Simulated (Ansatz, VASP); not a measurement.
One calculation of MgS, two programs

```xyz
2
Lattice="0.0000 2.8864 2.8864 2.8864 0.0000 2.8864 2.8864 2.8864 0.0000" Properties=species:S:1:pos:R:3 pbc="T T T"
Mg    0.0000    0.0000    0.0000
S     4.3296    4.3296    4.3296
```

Alike in both runs: task single point; functional r2SCAN; k mesh 6 × 6 × 6; no spin polarisation.

|  | VASP | Ansatz |
| --- | --- | --- |
| version | VASP 6.6.1 | Ansatz 0.2.0 |
| potentials or method | VASP PAW PBE potentials, release 64 (Mg_sv, S) | plane waves, PAW |
| plane-wave cutoff (eV) | 750 | 500 |
| occupations | gaussian, width 0.01 eV | fixed |
| valence electrons in the cell | 16 | 16 |

VASP gave:

```
gap on the k mesh at the Fermi level (eV) : 3.85
pressure (GPa)                            : -3.3
```

Q: Estimate Ansatz's values.

A: gap on the k mesh at the Fermi level (eV): 3.84; pressure (GPa): -3.1.

VASP's potentials were made for PBE, not for r2SCAN.
